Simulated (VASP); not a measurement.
# LiSi16 (a cell with a defect) in VASP: notebook, part 2 of 2

VASP 6.6.1. The steps go on from the part before.

### 4 Single point, PBE

Input file INCAR:

```
PREC = Accurate
ENCUT = 520
EDIFF = 1E-6
ISMEAR = -1
SIGMA = 0.02
LREAL = Auto
LASPH = T
NELM = 60
ALGO = Normal
ISIF = 2
LWAVE = F
LCHARG = F
GGA = PE
NELECT = 66.0
NBANDS = 48
```

Input file KPOINTS:

```
Automatic mesh
0
Gamma
  2 2 2
```

Input file POSCAR:

```
LiSi16
1.0
    0.0000000000      5.4300000000      5.4300000000
    5.4300000000      0.0000000000      5.4300000000
    5.4300000000      5.4300000000      0.0000000000
Si Li
16 1
Direct
    0.0144321363      0.0033348987     -0.0177481584
    0.1305132597      0.1343325967      0.1192521179
    0.0144306630      0.0033304788      0.5033266114
    0.1581220074      0.1150744936      0.6150726519
   -0.0143899632      0.5059107735      0.0059074586
    0.1305077348      0.6192506446      0.1192473297
    0.0144327808      0.4822535912      0.5033318600
    0.1305139042      0.6192549724      0.6343299263
    0.5039359116      0.0028162063     -0.0016889503
    0.6377252302      0.1244073665      0.1168372007
    0.5293822284     -0.0086652855      0.4913313996
    0.6377285451      0.1244075506      0.6244033149
    0.5039234807      0.4983127993     -0.0016916206
    0.6133184162      0.6300158379      0.1300125230
    0.5039359116      0.4983151013      0.5028127072
    0.6377254144      0.6168408840      0.6244033149
   -0.0304179558      0.8445720994      0.3445744936
```

On the command line:

```
$ cat potpaw_PBE.64/Si/POTCAR potpaw_PBE.64/Li_sv/POTCAR > POTCAR
$ mpirun -np 1 vasp_std > vasp.out
```

Wall time 2.5 min (1 thread of Intel Xeon Platinum 8259CL at 2.50GHz (Skylake/Cascade Lake), shared host); peak memory 0.47 GiB.

Results (log left out):

* Free energy: -93.2510 eV
* Largest force: 0.750 eV/Å

Forces on the atoms (eV/Å):
```
Si  -0.014  0.044  0.013
Si  -0.059  0.057 -0.005
Si  -0.044  0.014  0.014
Si  -0.059  0.058  0.058
Si  -0.032  0.032  0.032
Si   0.004  0.057  0.057
Si  -0.014  0.013  0.044
Si  -0.059 -0.005  0.057
Si  -0.033  0.034  0.020
Si  -0.058 -0.022  0.058
Si   0.040 -0.039 -0.039
Si   0.022  0.059  0.059
Si  -0.021  0.034  0.034
Si  -0.019  0.019  0.019
Si  -0.033  0.020  0.034
Si  -0.058  0.058 -0.022
Li   0.435 -0.432 -0.432
```

Levels at points of the mesh, in eV from the Fermi level:
```
           k point  band 29  band 30  band 31  band 32  band 33  band 34  band 35  band 36  band 37  band 38
(0.00, 0.00, 0.00)    -1.41    -1.32    -0.29    -0.24    -0.24     0.23     0.39     0.39     0.48     0.48
(0.50, 0.00, 0.00)    -2.26    -1.06    -1.06    -0.97    -0.97     1.03     1.03     1.04     1.44     1.44
(0.00, 0.50, 0.00)    -2.37    -1.08    -1.07    -1.00    -0.98     0.90     1.06     1.22     1.26     1.32
(0.50, 0.50, 0.50)    -2.37    -1.08    -1.07    -1.00    -0.98     0.90     1.06     1.22     1.26     1.32
(0.50, 0.50, 0.00)    -2.13    -1.63    -1.63    -1.57    -1.51     0.78     0.87     1.93     2.03     2.12
(0.00, 0.50, 0.50)    -2.13    -1.63    -1.63    -1.57    -1.51     0.78     0.87     1.93     2.03     2.12
```

Caveat: the k points lie up to 0.50 Å⁻¹ apart; the cell carries a net charge on a neutralising background, which shifts energy and pressure; the cell is charged against a uniform background, so pressure and absolute levels hang on convention.

### 5 Single point, PBE

INCAR, as its differences from that of step 4:

```diff
@@ -7,3 +7,3 @@
 LASPH = T
-NELM = 60
+NELM = 100
 ALGO = Normal
@@ -13,3 +13,3 @@
 GGA = PE
+NBANDS = 48
 NELECT = 66.0
-NBANDS = 48
```

KPOINTS is that of step 4.

Input file POSCAR:

```
LiSi16
1.0
    0.0000000000      5.4300000000      5.4300000000
    5.4300000000      0.0000000000      5.4300000000
    5.4300000000      5.4300000000      0.0000000000
Si Li
16 1
Direct
    0.0083098527      0.0060142726     -0.0093093002
    0.1244593923      0.1429947514      0.1216838858
    0.0083235727      0.0060075506      0.5057911602
    0.1532164825      0.1193431860      0.6191275322
   -0.0193069061      0.5101744936      0.0099595764
    0.1244276243      0.6219001842      0.1216843462
    0.0083092081      0.4909060773      0.5057988950
    0.1244582873      0.6218999079      0.6427800184
    0.5010945672      0.0084382136      0.0006492634
    0.6348877532      0.1269689687      0.1222288214
    0.5255465930     -0.0047618785      0.4950222836
    0.6348986188      0.1269582873      0.6267415285
    0.5010593002      0.5008742173      0.0006581952
    0.6094312155      0.6339442910      0.1337282689
    0.5010937385      0.5008659300      0.5082219153
    0.6348870166      0.6224448435      0.6267529466
    0.1690068140      0.7807274401      0.2805147330
```

On the command line:

```
$ cat potpaw_PBE.64/Si/POTCAR potpaw_PBE.64/Li_sv/POTCAR > POTCAR
$ mpirun -np 1 vasp_std > vasp.out
```

Wall time 3.1 min (1 thread of Intel Xeon Platinum 8259CL at 2.50GHz (Skylake/Cascade Lake), shared host); peak memory 0.47 GiB.

Results (log left out):

| Property | Result |
| --- | --- |
| Free energy | -93.2500 eV |
| Largest force | 0.748 eV/Å |

Forces on the atoms (eV/Å):
```
Si   0.057  0.006 -0.058
Si   0.015 -0.016 -0.047
Si  -0.005 -0.058 -0.058
Si   0.031 -0.028 -0.028
Si   0.059 -0.056 -0.056
Si   0.046 -0.017 -0.017
Si   0.057 -0.058  0.006
Si   0.015 -0.047 -0.016
Si   0.057 -0.056  0.024
Si   0.032 -0.020 -0.034
Si   0.021 -0.020 -0.020
Si   0.021 -0.033 -0.033
Si  -0.025 -0.057 -0.057
Si  -0.037  0.037  0.037
Si   0.057  0.024 -0.056
Si   0.032 -0.034 -0.020
Li  -0.430  0.433  0.433
```

Levels at points of the mesh, in eV from the Fermi level:
| k point | band 30 | band 31 | band 32 | band 33 | band 34 | band 35 | band 36 | band 37 |
| --- | --- | --- | --- | --- | --- | --- | --- | --- |
| (0.00, 0.00, 0.00) | -1.32 | -0.29 | -0.24 | -0.24 | 0.23 | 0.39 | 0.39 | 0.48 |
| (0.50, 0.00, 0.00) | -1.06 | -1.06 | -0.97 | -0.97 | 1.03 | 1.03 | 1.04 | 1.44 |
| (0.00, 0.50, 0.00) | -1.08 | -1.07 | -1.00 | -0.97 | 0.91 | 1.06 | 1.22 | 1.26 |
| (0.50, 0.50, 0.50) | -1.08 | -1.07 | -1.00 | -0.97 | 0.90 | 1.06 | 1.22 | 1.26 |
| (0.50, 0.50, 0.00) | -1.63 | -1.63 | -1.57 | -1.51 | 0.78 | 0.87 | 1.93 | 2.03 |
| (0.00, 0.50, 0.50) | -1.63 | -1.63 | -1.57 | -1.51 | 0.78 | 0.87 | 1.93 | 2.03 |

Caveat: the k points lie up to 0.50 Å⁻¹ apart; the cell carries a net charge on a neutralising background, which shifts energy and pressure; the cell is charged against a uniform background, so pressure and absolute levels hang on convention.
